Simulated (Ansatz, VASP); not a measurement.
## Two plane-wave programs on Ge

```
Ge
1.0
     0.00000    2.71095    0.00000
     0.00000    0.00000    5.42172
     5.42189    0.00000    0.00000
Ge
4
Direct
  0.50000 0.25000 0.25000
  0.50000 0.75000 0.25000
  0.50000 0.25000 0.75000
  0.50000 0.75000 0.75000
```

Alike in both runs: task single point; functional PBE; k mesh 8 × 4 × 4; occupations gaussian, width 0.2 eV; no spin polarisation.

|  | VASP | Ansatz |
| --- | --- | --- |
| version | VASP 6.6.1 | Ansatz 0.2.0 |
| potentials or method | VASP PAW PBE potentials, release 64 (Ge_d), cutoff 520 eV | scalar-relativistic, plane waves, PAW |
| valence electrons in the cell | 56 | 56 |

Ansatz gave:

```
gap on the k mesh at the Fermi level (eV) : none
pressure (GPa)                            : 1.1
```

Task: Estimate VASP's values.

Result: gap on the k mesh at the Fermi level (eV): none; pressure (GPa): 1.0.

A gap of «none» marks a metal or a gap that the smearing closes. Ansatz's warnings: near symmetry operations not taken.
